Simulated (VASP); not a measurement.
Here is a VASP 6.6.1 calculation.

File INCAR:

```
ALGO = Normal
EDIFF = 1E-6
ENCUT = 520
GGA = PS
ISIF = 2
ISMEAR = 0
LASPH = True
LCHARG = False
LREAL = False
LWAVE = False
NBANDS = 38
NELM = 100
PREC = Accurate
SIGMA = 0.1
```

File KPOINTS:

```
k-points
0
Gamma
  10 10 10
```

Contents of POSCAR:

```
LaGe2Pd2
1.0
   -2.1947805188      2.1947805188      5.0520389675
    2.1947805188     -2.1947805188      5.0520389675
    2.1947805188      2.1947805188     -5.0520389675
La Ge Pd
1 2 2
Direct
    0.0000000000      0.0000000000      0.0000000000
    0.6241320400      0.6241320400      0.0000000000
    0.3758679600      0.3758679600      0.0000000000
    0.2500000000      0.7500000000      0.5000000000
    0.7500000000      0.2500000000      0.5000000000
```

Potentials or basis: VASP PAW PBE potentials, release 64 (La, Ge_d, Pd).

Launch:

```sh
$ cat potpaw_PBE.64/La/POTCAR potpaw_PBE.64/Ge_d/POTCAR potpaw_PBE.64/Pd/POTCAR > POTCAR
$ mpirun -np 1 vasp_std > vasp.out
```

**Question.** Predict the pressure.

**Answer.** -3.1 GPa.

**Question.** Estimate the largest force.

**Answer.** 0.139 eV/Å.

Stress tensor (GPa, compression positive):
```
-3.31  0.00  0.00
 0.00 -3.31  0.00
 0.00  0.00 -2.63
```

Caveat: the cell stands under tension; the PAW data sets were made with another functional, which shifts forces and pressure a little.
